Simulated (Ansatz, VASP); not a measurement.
**CuP6 in VASP and in Ansatz**

```
Cu P
1.0
     5.94922   -0.13607   -0.06551
    -0.60425    5.16643    0.14625
    -0.31294   -2.31057    4.97252
Cu P
1 6
Direct
  0.02863 0.72483 0.63898
  0.21631 0.54577 0.87783
  0.58787 0.69316 0.89461
  0.65105 0.27693 0.91945
  0.65711 0.62064 0.47951
  0.57350 0.02675 0.46606
  0.28553 0.11191 0.72355
```

Change from the starting cell: the structure that the rattled cell fell into.

Alike in both runs: functional PBE; k mesh 4 × 4 × 4; occupations gaussian, width 0.1 eV; no spin polarisation.

Ansatz relaxed the structure, and its values are those at the end. VASP's run is a single point on that final structure, the one shown.

|  | VASP | Ansatz |
| --- | --- | --- |
| version | VASP 6.6.1 | Ansatz 0.2.0 |
| potentials or method | VASP PAW PBE potentials, release 64 (Cu, P), cutoff 520 eV | scalar-relativistic, plane waves, PAW |
| valence electrons in the cell | 41 | 49 |

Ansatz gave:

```
gap on the k mesh at the Fermi level (eV) : none
pressure (GPa)                            : 0.1
rms of the force components (eV/Å)        : 0.021
```

Q: What did VASP give for the same quantities?

A: gap on the k mesh at the Fermi level (eV): none; pressure (GPa): -0.1; rms of the force components (eV/Å): 0.048.

A gap of «none» marks a metal or a gap that the smearing closes. VASP's potentials hold 41 valence electrons a cell and Ansatz's 49, so a difference there can come from the potentials and not from the codes.
